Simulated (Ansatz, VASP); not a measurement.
BaTe in VASP and in Ansatz

INCAR

```
SYSTEM = BaTe
  PREC = Accurate
  ENCUT = 520
  EDIFF = 1E-7
  ISMEAR = 0
  SIGMA = 0.05
  LREAL = .False.
  LASPH = .True.
  NELM = 60
  ALGO = Normal
  ISIF = 2
  LWAVE = .False.
  LCHARG = .False.
  GGA = PE
  NBANDS = 15
```

Contents of KPOINTS:

```
regular mesh
0
Gamma
  8 8 8
  0 0 0
```

Contents of POSCAR:

```
BaTe
1.0
   -0.0301898884      3.8133028622      3.8782402281
    3.8662701437     -0.0766197786      3.9246701183
    3.8846254376      3.8780880462     -0.0949750724
Ba Te
1 1
Direct
   -0.0201384989      0.0257952484     -0.0070784377
    0.2701384989      0.2242047516      0.2570784377
```

Input for Ansatz:

```yaml
crystal:
  lattice:
    - [-0.0301898884, 3.8133028622, 3.8782402281]
    - [3.8662701437, -0.0766197786, 3.9246701183]
    - [3.8846254376, 3.8780880462, -0.0949750724]
  atoms:
    - { symbol: Ba, position: [-0.0201384989, 0.0257952484, -0.0070784377] }
    - { symbol: Te, position: [0.2701384989, 0.2242047516, 0.2570784377] }
basis:
  ecutwfc: 420
  ecutrho_ratio: 4
kpoints:
  mp_grid: { grid: [8, 8, 8] }
hamiltonian:
  xc: pbe
scf:
  occupations: { method: gaussian, width: 0.05 }
output:
  forces: true
  stress: true
  eigenvalues: true
```

Change from the starting cell: all atoms moved at random (sigma 0.1 Å), cell strained at random (1 %).

Alike in both runs: task single point; functional PBE; k mesh 8 × 8 × 8; occupations gaussian, width 0.05 eV; no spin polarisation.

```csv
,VASP,Ansatz
version,VASP 6.6.1,Ansatz 0.2.0
potentials or method,"VASP PAW PBE potentials, release 64 (Ba_sv, Te), cutoff 520 eV","scalar-relativistic, plane waves, PAW"
valence electrons in the cell,16,26
```

|  | VASP | Ansatz | Ansatz less VASP |
| --- | --- | --- | --- |
| gap on the k mesh at the Fermi level (eV) | 2.51 | 2.50 | -0.007 |
| least direct gap on the mesh (eV) | 2.87 | 2.87 | +0.006 |
| pressure (GPa) | 0.7 | 0.5 | -0.23 |
| traceless stress, the component that is largest in VASP (GPa) | 1.44 | 1.35 | -0.087 |
| rms of the force components (eV/Å) | 0.430 | 0.407 | -0.0230 |

Atom by atom the forces differ by 0.023 eV/Å (rms over components). VASP's potentials hold 16 valence electrons a cell and Ansatz's 26, so a difference there can come from the potentials and not from the codes.

Spin-orbit coupling is off throughout.
